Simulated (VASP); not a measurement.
Here is a VASP 6.6.1 calculation.

The input INCAR:

```
PREC = Accurate ; ENCUT = 520
EDIFF = 1E-7 ; ISMEAR = 0
SIGMA = 0.05 ; LREAL = False
LASPH = True ; NELM = 80
ALGO = Normal ; ISIF = 2
LWAVE = False ; LCHARG = False
GGA = PE ; NBANDS = 14
```

The input KPOINTS:

```
Automatic mesh
0
Gamma
  8 8 8
```

The input POSCAR:

```
NaCl
1.0
    0.0000000000      3.2690165828      2.1248607788
    3.2690165828      0.0000000000      2.1248607788
    3.2690165828      3.2690165828      0.0000000000
Na Cl
1 1
Direct
    0.0000000000      0.0000000000      0.0000000000
    0.5000000000      0.5000000000      0.5000000000
```

Potentials or basis: VASP PAW PBE potentials, release 64 (Na_pv, Cl).

Command:

```bash
$ cat potpaw_PBE.64/Na_pv/POTCAR potpaw_PBE.64/Cl/POTCAR > POTCAR
$ mpirun -np 1 vasp_std > vasp.out
```

Task: Estimate the pressure.

Result: 18.2 GPa.

Task: Estimate the band gap on the k mesh.

Result: 5.00 eV (least direct gap 5.02 eV).

Stress tensor (GPa, compression positive):
```
-0.87  0.00  0.00
 0.00 -0.87  0.00
 0.00  0.00 56.41
```

Caveat: the cell stands under pressure. A k mesh can miss the band edges.
